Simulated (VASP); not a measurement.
Set up this calculation in VASP 6.6.1, as the native input.

| Item | Value |
| --- | --- |
| Task | relaxation of cell and atoms |
| Functional | PBEsol |
| Potentials or basis | VASP PAW PBE potentials, release 64 (Ru_pv) |
| Cutoff | 600 eV |
| k mesh | 16 × 16 × 9 |
| Occupations | fermi-dirac, width 0.05 eV |
| Spin | no spin polarisation |
| Dipole correction | no |
| Further INCAR settings | ALGO = Normal; EDIFF = 1e-07; IBRION = 2; EDIFFG = -0.01; NSW = 80; ISIF = 3 |

The structure of Ru lies in POSCAR:

```
Ru
1.0
    2.7038900000      0.0000000000      0.0000000000
   -1.3519450000      2.3416374290      0.0000000000
    0.0000000000      0.0000000000      4.2816800000
Ru
2
Direct
    0.3333333333      0.6666666667      0.2500000000
    0.6666666667      0.3333333333      0.7500000000
```

One way to write it, as run:

INCAR

```
PREC = Accurate
ENCUT = 600
EDIFF = 1E-7
ISMEAR = -1
SIGMA = 0.05
LREAL = F
LASPH = T
NELM = 60
ALGO = Normal
ISIF = 3
LWAVE = F
LCHARG = F
GGA = PS
IBRION = 2
NSW = 80
EDIFFG = -0.01
```

KPOINTS

```
Automatic mesh
0
Gamma
  16 16 9
```

Potentials or basis: VASP PAW PBE potentials, release 64 (Ru_pv).

Command:

```sh
$ cat potpaw_PBE.64/Ru_pv/POTCAR > POTCAR
$ mpirun -np 1 vasp_std > vasp.out
```

It gave:

The relaxed volume is 13.32 Å³/atom and the relaxed cell is a = 2.692 Å, b = 2.692 Å, c = 4.243 Å, α = 90.00°, β = 90.00°, γ = 120.00°. The space group after relaxing (to 0.05 Å) is P6_3/mmc (No. 194). The energy gained by relaxing is 4.9 meV/atom, the ionic steps are 6 and the pressure after relaxing is 0.0 GPa. The band gap on the k mesh is zero (band 14 reaches 14.70 eV, above the bottom of band 15 at 11.43 eV).

Caveat: the PAW data sets were made with another functional, which shifts forces and pressure a little.

Wall time 9.2 min on 1 thread of AMD EPYC 7R13, with other jobs on the host, peak memory 0.19 GiB.
